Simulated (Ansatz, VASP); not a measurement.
# One calculation of Cu, two programs

File INCAR:

```
SYSTEM = Cu
PREC = Accurate
ENCUT = 520
EDIFF = 1E-6
ISMEAR = -1
SIGMA = 0.1
LREAL = .False.
LASPH = .True.
NELM = 60
ALGO = Normal
ISIF = 2
LWAVE = .False.
LCHARG = .False.
GGA = CA
NBANDS = 24
```

KPOINTS

```
Automatic mesh
0
Gamma
  10 10 15
  0 0 0
```

POSCAR

```
Cu
1.0
    3.9984259746      0.0000000000      0.0000000000
   -1.9992129873      3.4627384691      0.0000000000
    0.0000000000      0.0000000000      2.4003998116
Cu
3
Direct
    1.0000000000      1.0000000000      0.0000000000
    0.3333333333      0.6666666667      0.5000000000
    0.6666666667      0.3333333333      0.5000000000
```

Input for Ansatz:

```yaml
crystal:
  lattice:
    - [3.9984259746, 0.0, 0.0]
    - [-1.9992129873, 3.4627384691, 0.0]
    - [0.0, 0.0, 2.4003998116]
  atoms:
    - { symbol: Cu, position: [1.0, 1.0, 0.0] }
    - { symbol: Cu, position: [0.3333333333, 0.6666666667, 0.5] }
    - { symbol: Cu, position: [0.6666666667, 0.3333333333, 0.5] }
hamiltonian:
  xc: lda
  pseudopotentials:
    kind: paw
    azcp:
      Cu: "pseudopotentials/Cu.paw.azcp"
basis:
  ecutwfc: 420
  fft_grid_basis: typed
kpoints:
  mp_grid: { grid: [10, 10, 15], shift: [0, 0, 0] }
magnetization:
  spin_polarized: false
scf:
  occupations: { method: fermi_dirac, width: 0.1 }
  lower_state_search: "off"
output:
  stress: true
```

Alike in both runs: task single point; functional LDA; k mesh 10 × 10 × 15; occupations fermi-dirac, width 0.1 eV; no spin polarisation.

```csv
,VASP,Ansatz
version,VASP 6.6.1,Ansatz 0.2.0
potentials or method,"VASP PAW LDA potentials, release 64 (Cu), cutoff 520 eV","plane waves (420 eV) with PAW, scalar-relativistic"
valence electrons in the cell,33,57
```

Ansatz gave:

```
pressure (GPa)                                                : 0.0
traceless stress, the component that is largest in VASP (GPa) : 0.01
```

**Question.** Estimate VASP's values.

**Answer.** Pressure (GPa): 1.2; traceless stress, the component that is largest in VASP (GPa): -0.07.

Ansatz warns that its potentials were made for another functional, while VASP's fit it. LDA's correlation is that of Perdew and Zunger in VASP and of Perdew and Wang (1992) in Ansatz. VASP's potentials hold 33 valence electrons a cell and Ansatz's 57, so a difference there can come from the potentials and not from the codes.
